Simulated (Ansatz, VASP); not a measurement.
**Two plane-wave programs on Li2S**

```
Li S
1.0
     0.00000    2.84450    2.84450
     2.84450    0.00000    2.84450
     2.84450    2.84450    0.00000
Li S
2 1
Direct
  0.25000 0.25000 0.25000
  0.75000 0.75000 0.75000
  0.00000 0.00000 0.00000
```

Alike in both runs: task relaxation of cell and atoms; functional PBE; dispersion D3(BJ); k mesh 6 × 6 × 6; no spin polarisation.

|  | VASP | Ansatz |
| --- | --- | --- |
| version | VASP 6.6.1 | Ansatz 0.2.0 |
| potentials or method | VASP PAW PBE potentials, release 64 (Li_sv, S) | plane waves, PAW |
| plane-wave cutoff (eV) | 750 | 420 |
| occupations | gaussian, width 0.01 eV | fixed |
| valence electrons in the cell | 12 | 12 |

VASP gave:

- relaxed volume (Å³/atom): 14.38
- relaxed cell length with the largest relative difference (Å): 3.937

What did Ansatz give for the same quantities?

Relaxed volume (Å³/atom): 14.40; relaxed cell length with the largest relative difference (Å): 3.938.
